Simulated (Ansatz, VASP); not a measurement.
**HgTe: VASP beside Ansatz**

```
Hg Te
1.0
     0.00000    3.07274    3.07274
     3.07274    0.00000    3.07274
     3.07274    3.07274    0.00000
Hg Te
1 1
Cartesian
  0.0000 0.0000 0.0000
  3.0727 3.0727 3.0727
```

Alike in both runs: functional PBE; k mesh 12 × 12 × 12; occupations fermi-dirac, width 0.05 eV; no spin polarisation.

Ansatz relaxed the structure, and its values are those at the end. VASP's run is a single point on that final structure, the one shown.

|  | VASP | Ansatz |
| --- | --- | --- |
| version | VASP 6.6.1 | Ansatz 0.2.0 |
| potentials or method | VASP PAW PBE potentials, release 64 (Hg, Te) | PAW with Ansatz's default frozen-core files, scalar-relativistic |
| plane-wave cutoff (eV) | 520 | 420 |
| valence electrons in the cell | 18 | 36 |

VASP gave:

| Item | Value |
| --- | --- |
| pressure (GPa) | 0.1 |

**Question.** Estimate Ansatz's values.

**Answer.** Pressure (GPa): 0.0.

The functional is the same, so the differences come from potentials, cutoffs and numerics. VASP's potentials hold 18 valence electrons a cell and Ansatz's 36, so a difference there can come from the potentials and not from the codes.

Spin-orbit coupling is off throughout.
